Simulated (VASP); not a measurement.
# TaN (P1) in VASP: single point with PBEsol

Aim: the single point of TaN with PBEsol.

Program: VASP 6.6.1. These are calculated values, not measurements. Logs are shortened: lines on timing, memory, paths and dates and some standing lists are left out, and cuts for length are marked.

## (1) The cell of the first run

The typed cell holds 4 atoms: a = 3.139 Å, b = 2.958 Å, c = 4.967 Å, α = 86.80°, β = 93.33°, γ = 118.59°.

## (2) Single point, PBEsol (atoms moved at random and the cell strained at random)

INCAR

```
  ALGO = Normal
  EDIFF = 1E-6
  ENCUT = 520
  GGA = PS
  ISIF = 2
  ISMEAR = 0
  LASPH = True
  LCHARG = False
  LREAL = False
  LWAVE = False
  NBANDS = 24
  NELM = 80
  PREC = Accurate
  SIGMA = 0.1
```

KPOINTS

```
k-points
0
Gamma
  14 14 8
```

POSCAR

```
TaN
1.0
    3.1363771214      0.0915000327     -0.0907375324
   -1.4889472080      2.5547926992      0.0838800637
   -0.1469650000      0.0720252000      4.9647494000
Ta N
2 2
Direct
    0.3130458340      0.6401047779      0.0052510121
    0.7008276672      0.3353209319      0.4924898785
    0.3213603392      0.6868190233      0.4034251012
    0.6647642666      0.3377514810      0.8688340081
```

Potentials or basis: VASP PAW PBE potentials, release 64 (Ta_pv, N).

On the command line:

```
$ cat potpaw_PBE.64/Ta_pv/POTCAR potpaw_PBE.64/N/POTCAR > POTCAR
$ mpirun -np 1 vasp_std > vasp.out
```

OUTCAR:

```text
EDIFF = 1E-6
   ENCUT = 520
   GGA = PS
   ISIF = 2
   ISMEAR = 0
   LASPH = True
   LREAL = False
   NELM = 80
   PREC = Accurate

 ion  position               nearest neighbor table
   1  0.313  0.640  0.005-   4 1.89   4 1.89   4 1.92   3 1.99   2 2.94   2 3.00   2 3.00   2 3.06
                             2 3.09   2 3.23
   2  0.701  0.335  0.492-   3 1.77   3 1.78   4 1.88   3 1.94   1 2.94   1 3.00   1 3.00   1 3.06
                             1 3.09   1 3.23
   3  0.321  0.687  0.403-   2 1.77   2 1.78   2 1.94   1 1.99
   4  0.665  0.338  0.869-   2 1.88   1 1.89   1 1.89   1 1.92

  LATTYP: Found a triclinic cell.
 ALAT       =     3.1390232563
 B/A-ratio  =     0.9930478441
 C/A-ratio  =     1.5824815284
 COS(alpha) =     0.0055255416
 COS(beta)  =     0.0580286381
 COS(gamma) =     0.5528604398

  Lattice vectors:

 A1 = (  -3.1363771214,  -0.0915000327,   0.0907375324)
 A2 = (  -1.6474299134,  -2.6462927319,   0.0068574687)
 A3 = (  -0.1469650000,   0.0720252000,   4.9647494000)

Analysis of symmetry for initial positions (statically):
=====================================================================
 Subroutine PRICEL returns:
 Original cell was already a primitive cell.

 Routine SETGRP: Setting up the symmetry group for a
 triclinic supercell.

 Subroutine GETGRP returns: Found  1 space group operations
 (whereof  1 operations were pure point group operations)
 out of a pool of  2 trial point group operations.

The static configuration has the point symmetry C_1 .

Analysis of symmetry for dynamics (positions and initial velocities):
=====================================================================
 Subroutine PRICEL returns:
 Original cell was already a primitive cell.

 Routine SETGRP: Setting up the symmetry group for a
 triclinic supercell.

 Subroutine GETGRP returns: Found  1 space group operations
 (whereof  1 operations were pure point group operations)
 out of a pool of  2 trial point group operations.

The dynamic configuration has the point symmetry C_1 .

 Subroutine INISYM returns: Found  1 space group operations
 (whereof  1 operations are pure point group operations),
 and found     1 'primitive' translations

----------------------------------------------------------------------------------------

                                     Primitive cell

  volume of cell :      40.4135

  direct lattice vectors                    reciprocal lattice vectors
     3.136377121  0.091500033 -0.090737532     0.313703783  0.182610378  0.006636977
    -1.488947208  2.554792699  0.083880064    -0.011402384  0.384970266 -0.005922416
    -0.146965000  0.072025200  4.964749400     0.005926007 -0.003166668  0.201641395

  length of vectors
     3.139023256  2.958203068  4.967446320     0.363043610  0.385184624  0.201753309

  position of ions in fractional coordinates (direct lattice)
     0.313045834  0.640104778  0.005251012
     0.700827667  0.335320932  0.492489879
     0.321360339  0.686819023  0.403425101
     0.664764267  0.337751481  0.868834008

  ion indices of the primitive-cell ions
   primitive index   ion index
                 1           1
                 2           2
                 3           3
                 4           4

----------------------------------------------------------------------------------------

 KPOINTS: k-points

Automatic generation of k-mesh.
 Grid dimensions read from file:
 generate k-points for:   14   14    8

 Generating k-lattice:

  Cartesian coordinates                     Fractional coordinates (reciprocal lattice)
     0.022407413  0.013043598  0.000474070     0.071428571  0.000000000  0.000000000
    -0.000814456  0.027497876 -0.000423030    -0.000000000  0.071428571  0.000000000
     0.000740751 -0.000395834  0.025205174     0.000000000  0.000000000  0.125000000

  Length of vectors
     0.025931686  0.027513187  0.025219164

  Shift w.r.t. Gamma in fractional coordinates (k-lattice)
     0.000000000  0.000000000  0.000000000

 Subroutine IBZKPT returns following result:
 ===========================================

 Found    788 irreducible k-points:

 Following reciprocal coordinates:
            Coordinates               Weight
  0.000000  0.000000  0.000000      1.000000
  0.071429 -0.000000 -0.000000      2.000000
  0.142857 -0.000000 -0.000000      2.000000
  0.214286 -0.000000 -0.000000      2.000000
  0.285714 -0.000000  0.000000      2.000000
  0.357143 -0.000000 -0.000000      2.000000
[... 16 lines left out ...]
  0.000000  0.142857 -0.000000      2.000000
  0.071429  0.142857 -0.000000      2.000000
 [... further k-points ...]
   k-points           NKPTS =    788   k-points in BZ     NKDIM =    788   number of bands    NBANDS=     24
   number of dos      NEDOS =    301   number of ions     NIONS =      4
   total plane-waves  NPLWV =  23040
   dimension x,y,z NGX =    24 NGY =   24 NGZ =   40
   dimension x,y,z NGXF=    48 NGYF=   48 NGZF=   80
   ions per type =               2   2
   NGX,Y,Z   is equivalent  to a cutoff of  12.71, 13.49, 13.39 a.u.
   NGXF,Y,Z  is equivalent  to a cutoff of  25.42, 26.98, 26.77 a.u.
 SYSTEM =  unknown system
   PREC   = accura    normal or accurate (medium, high low for compatibility)
   ISTART =      0    job   : 0-new  1-cont  2-samecut
   ICHARG =      2    charge: 1-file 2-atom 10-const
   ISPIN  =      1    spin polarized calculation?
   LNONCOLLINEAR =      F non collinear calculations
   LSORBIT =      F    spin-orbit coupling
   LASPH  =      T    aspherical Exc in radial PAW
   ENCUT  =  520.0 eV  38.22 Ry    6.18 a.u.   5.84  5.50  9.24*2*pi/ulx,y,z
   NELM   =     80;   NELMIN=  2; NELMDL= -5     # of ELM steps
   EDIFF  = 0.1E-05   stopping-criterion for ELM
   LREAL  =      F    real-space projection
   EDIFFG = 0.1E-04   stopping-criterion for IOM
   NSW    =      0    number of steps for IOM
   IBRION =     -1    ionic relax: 0-MD 1-quasi-New 2-CG
   NFREE  =      0    steps in history (QN), initial steepest desc. (CG)
   ISIF   =      2    stress and relaxation
   ISYM   =      2    0-nonsym 1-usesym 2-fastsym
   POTIM  = 0.5000    time-step for ionic-motion
   TEBEG  =    0.0;   TEEND  =   0.0 temperature during run
   PSTRESS=    0.0 pullay stress
   NELECT =      32.0000    total number of electrons
   NUPDOWN=      -1.0000    fix difference up-down
   EMIN   =  10.00;   EMAX   =-10.00  energy-range for DOS
   EFERMI =   0.00;   METHOD = LEGACY
   ISMEAR =     0;   SIGMA  =   0.10  broadening in eV -4-tet -1-fermi 0-gaus
   EFERMI_NEDOS =   21; number of points for ismear=-14 and -15
   IALGO  =     38    algorithm
   IMIX   =      4    mixing-type and parameters
     AMIX     =   0.40;   BMIX     =  1.00
     AMIX_MAG =   1.60;   BMIX_MAG =  1.00
  volume/ion in A,a.u.               =      10.10        68.18
  Fermi-wavevector in a.u.,A,eV,Ry     =   1.514547  2.862079 31.209753  2.293852
  Thomas-Fermi vector in A             =   2.624190
   LORBIT       =      0    0 simple, 1 ext, 2 COOP (PROOUT), +10 PAW based schemes
   GGA     = PS    functional components
   LHFCALC =     F    Hartree Fock is set to
   AEXX    =    0.0000 exact exchange contribution
   IVDW    =     0    specifies the selected vdW correction
   LEPSILON=     F    determine dielectric tensor
   LRPA    =     F    only Hartree local field effects (RPA)
 non-spin polarized calculation
 Gauss-broadening in eV      SIGMA  =   0.10
  energy-cutoff  :      520.00
  volume of cell :       40.41
 maximum number of plane-waves:      1103
   NGX = 11   NGY = 11   NGZ = 19

 number of electron      32.0000000 magnetization

 Free energy of the ion-electron system (eV)
  ---------------------------------------------------
  ext. energy  EPLUGINS =         0.00000000
  ---------------------------------------------------
  free energy    TOTEN  =       -41.08660890 eV

  energy without entropy =      -41.07756966  energy(sigma->0) =      -41.08208928

 E-fermi :   9.3821     XC(G=0): -13.6181

 val. band max:        9.3799883929   @ k =   0.4286   0.2857  -0.0000
 cond. band min:       9.3828552316   @ k =  -0.0000   0.4286   0.2500
 fundamental gap:      0.0028668387
 Fermi energy:         9.3820754503

 k-point     1 :       0.0000    0.0000    0.0000
  band No.  band energies     occupation
      1     -26.5792      2.00000
      2     -25.7659      2.00000
      3     -25.4741      2.00000
      4     -25.3933      2.00000
      5     -25.3411      2.00000
      6     -25.2166      2.00000
[... 16 lines left out ...]
     23      15.6830      0.00000
     24      16.8004      0.00000

 k-point     2 :       0.0714   -0.0000   -0.0000
  band No.  band energies     occupation
      1     -26.5624      2.00000
      2     -25.8129      2.00000
      3     -25.5125      2.00000
      4     -25.4165      2.00000
      5     -25.3510      2.00000
      6     -25.2247      2.00000
[... 16 lines left out ...]
     23      15.7944      0.00000
     24      16.7619      0.00000

 k-point     3 :       0.1429   -0.0000   -0.0000
  band No.  band energies     occupation
      1     -26.5151      2.00000
      2     -25.9429      2.00000
      3     -25.6355      2.00000
      4     -25.4642      2.00000
      5     -25.3788      2.00000
      6     -25.2456      2.00000
[... 16 lines left out ...]
     23      16.3064      0.00000
     24      16.6763      0.00000
[... 514 lines left out ...]
 k-point    23 :       0.0000    0.1429   -0.0000
  band No.  band energies     occupation
      1     -26.5122      2.00000
      2     -25.9177      2.00000
      3     -25.5962      2.00000
      4     -25.5270      2.00000
      5     -25.4301      2.00000
      6     -25.2762      2.00000
[... 16 lines left out ...]
     23      16.2415      0.00000
     24      17.1397      0.00000

 k-point    24 :       0.0714    0.1429   -0.0000
  band No.  band energies     occupation
      1     -26.4714      2.00000
      2     -26.0577      2.00000
      3     -25.7139      2.00000
      4     -25.5518      2.00000
      5     -25.4475      2.00000
      6     -25.2922      2.00000
[... 16 lines left out ...]
     23      16.2919      0.00000
     24      17.4015      0.00000

 [... further k-points ...]

------------------------ aborting loop because EDIFF is reached ----------------------------------------

  FORCE on cell =-STRESS in cart. coord.  units (eV):
  Direction    XX          YY          ZZ          XY          YZ          ZX
  --------------------------------------------------------------------------------------
  -------------------------------------------------------------------------------------
  Total       30.8036063     34.4002472     24.3911782      4.8737481      1.3170644     -1.6550936
  in kB     1221.1972358   1363.7846938    966.9789648    193.2178852     52.2145149    -65.6155550
  external PRESSURE =    1183.9869648 kB  Pullay stress =       0.0000000 kB

 VOLUME and BASIS-vectors are now :
 -----------------------------------------------------------------------------
  energy-cutoff  :      520.00
  volume of cell :       40.41
      direct lattice vectors                 reciprocal lattice vectors
     3.136377121  0.091500033 -0.090737532     0.313703783  0.182610378  0.006636977
    -1.488947208  2.554792699  0.083880064    -0.011402384  0.384970266 -0.005922416
    -0.146965000  0.072025200  4.964749400     0.005926007 -0.003166668  0.201641395

 POSITION                                       TOTAL-FORCE (eV/Angst)
 -----------------------------------------------------------------------------------
      0.02798      1.66436      0.05136         0.005617      0.646806      3.537876
      1.62641      0.95627      2.40962        -2.174098      2.039312      0.824337
     -0.07402      1.81314      2.03136         2.301237     -2.519168     -3.451385
      1.45437      0.98629      4.28155        -0.132755     -0.166949     -0.910828
 -----------------------------------------------------------------------------------
    total drift:                               -0.000517     -0.000058      0.000838

  FREE ENERGIE OF THE ION-ELECTRON SYSTEM (eV)
  ---------------------------------------------------
  free  energy   TOTEN  =       -41.0866089019 eV

  energy  without entropy=      -41.0775696629  energy(sigma->0) =      -41.08208928
```

Run time: 5.1 min. Hardware: 1 thread of AMD EPYC 9R45 (Zen 5), shared host; peak memory 0.65 GiB.

What came out:

| Property | Result |
| --- | --- |
| Free energy | -41.0866 eV |
| Pressure | 118.4 GPa |
| Largest force | 4.853 eV/Å |
| Band gap on the k mesh | zero (band 16 reaches 10.00 eV, above the bottom of band 17 at 7.95 eV) |

Forces in eV/Å, atoms in the order of the input:
```
Ta   0.006  0.647  3.538
Ta  -2.174  2.039  0.824
N    2.301 -2.519 -3.451
N   -0.133 -0.167 -0.911
```

Caveat: the cell differs from its parent crystal (atoms moved at random and the cell strained at random); the PAW data sets were made with another functional, which shifts forces and pressure a little; spin-orbit coupling is left out, which moves the levels of the heavy elements.
